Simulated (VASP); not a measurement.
Runs of VASP 6.6.1 on SiO2. The structure is that of space group P6_322 (No. 182), or close to it. The cells are those of the table. 

| cell | smearing | gap on the mesh (eV) | pressure (GPa) | largest force (eV/Å) |
| --- | --- | --- | --- | --- |
| a = 5.112, b = 5.112, c = 8.539 Å, angles 90.0, 90.0, 120.0°, 12 atoms | gaussian 0.02 eV | 6.14 | (b) | 0.01 |
| a = 5.187, b = 5.187, c = 8.515 Å, angles 90.0, 90.0, 120.0°, 12 atoms | gaussian 0.02 eV | 6.10 | -1.0 | 0.01 |
| a = 5.112, b = 5.112, c = 8.488 Å, angles 90.0, 90.0, 120.0°, 12 atoms | gaussian 0.02 eV | 6.08 | -3.0 | 0.97 |
| a = 5.036, b = 5.036, c = 8.565 Å, angles 90.0, 90.0, 120.0°, 12 atoms | gaussian 0.05 eV | 6.18 | 0.1 | 0.02 |
| a = 5.036, b = 5.036, c = 8.565 Å, angles 90.0, 90.0, 120.0°, 12 atoms | gaussian 0.02 eV | 6.18 | 0.1 | 0.02 |
| a = 5.187, b = 5.187, c = 8.411 Å, angles 90.0, 90.0, 120.0°, 12 atoms | gaussian 0.02 eV | (a) | (c) | 1.25 |

Alike in all rows: task single point; level r2SCAN; potentials or basis VASP PAW PBE potentials, release 64 (Si, O); no spin polarisation; k mesh 6 × 6 × 4; cutoff (eV) 520.

Estimate the missing entries.

(a) 6.07; (b) -0.5; (c) -2.4.

Caveats: the PAW data sets were made with another functional, which shifts forces and pressure a little.

A k mesh can miss the band edges.
